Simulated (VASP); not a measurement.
Wanted: the native input for a VASP 6.6.1 run.

```yaml
Task: single point
Functional: PBE
Potentials_or_basis: VASP PAW PBE potentials, release 64 (Tm_3, C), 4f in core
Cutoff: 600 eV
k_mesh: 6 × 4 × 4
Occupations: gaussian, width 0.2 eV
Spin: no spin polarisation
Dipole_correction: no
Further_INCAR_settings: ALGO = Normal; EDIFF = 1e-06; NBANDS = 46
```

The structure of Tm3C2 lies in POSCAR:

```
Tm3C2
1.0
   -3.5089660587      0.0000000000      0.0000000000
    0.0000000000      0.0000000000     -6.9671518862
    0.0000000000     -7.0179321174      0.0000000000
Tm C
6 4
Direct
    1.0000000000      0.6468975233      0.7500000000
    1.0000000000      0.6468975233      0.2500000000
    0.5000000000      0.3531024767      0.5000000000
    0.5000000000      0.3531024767      1.0000000000
    0.5000000000      0.0000000000      0.7500000000
    0.5000000000      0.0000000000      0.2500000000
    0.5000000000      0.7126771697      0.5000000000
    0.5000000000      0.7126771697      1.0000000000
    1.0000000000      0.2873228303      0.7500000000
    1.0000000000      0.2873228303      0.2500000000
```

These files were run (other wordings do the same):

INCAR

```
SYSTEM = Tm3C2
PREC = Accurate
ENCUT = 600
EDIFF = 1E-6
ISMEAR = 0
SIGMA = 0.2
LREAL = .False.
LASPH = .True.
NELM = 200
ALGO = Normal
ISIF = 2
LWAVE = .False.
LCHARG = .False.
GGA = PE
NBANDS = 46
GGA_COMPAT = .False.
LMAXMIX = 6
```

KPOINTS

```
Automatic mesh
0
Gamma
  6 4 4
  0 0 0
```

Potentials or basis: VASP PAW PBE potentials, release 64 (Tm_3, C), 4f in core.

Command:

```bash
$ cat potpaw_PBE.64/Tm_3/POTCAR potpaw_PBE.64/C/POTCAR > POTCAR
$ mpirun -np 1 vasp_std > vasp.out
```

Results of the run:

| Quantity | Value |
| --- | --- |
| Pressure | 1.0 GPa |
| Largest force | 0.085 eV/Å |
| Band gap on the k mesh | zero (bands 35 and 36 overlap by 0.94 eV) |

Caveat: spin-orbit coupling is left out, which moves the levels of the heavy elements; the 4f electrons are frozen in the core, so they carry no moment and show no levels.

Run time: 3.6 min on 1 thread of Intel(R) Xeon(R) 6975P-C (Granite Rapids), on a shared host, peak memory 0.45 GiB.
